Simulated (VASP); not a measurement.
MgO:

```xyz
2
Lattice="0.0000 2.1351 2.1351 2.1351 0.0000 2.1351 2.1351 2.1351 0.0000" Properties=species:S:1:pos:R:3 pbc="T T T"
Mg    0.0000    0.0000    0.0000
O     2.1351    2.1351    2.0726
```

This cell differs from its parent crystal: all O atoms moved +0.062 Å, as atom 2 towards its neighbour atom 1 (Mg) at 2.135 Å.

Base run:

* Program: VASP 6.6.1
* Functional: r2SCAN
* Potentials or basis: VASP PAW PBE potentials, release 64 (Mg_sv, O)
* Cutoff: 660 eV
* k mesh: 10 × 10 × 10
* Occupations: gaussian, width 0.05 eV
* Spin: no spin polarisation

Its results: band gap on the k mesh 5.25 eV, direct; pressure -6.9 GPa; largest force 0.296 eV/Å.

Q: The run is repeated on the same cell with these changes: potentials or basis from VASP PAW PBE potentials, release 64 (Mg_sv, O) to VASP PAW PBE potentials, release 64 (Mg, O); cutoff from 660 eV to 520 eV; further incar settings from ALGO = Normal; EDIFF = 1e-06; NBANDS = 15 to ALGO = Normal; EDIFF = 1e-06; NBANDS = 11; valence electrons from 16 to 8. What comes out?

A: Band gap on the k mesh 5.20 eV, direct; pressure -7.8 GPa; largest force 0.289 eV/Å.

Caveats: the PAW data sets were made with another functional, which shifts forces and pressure a little.

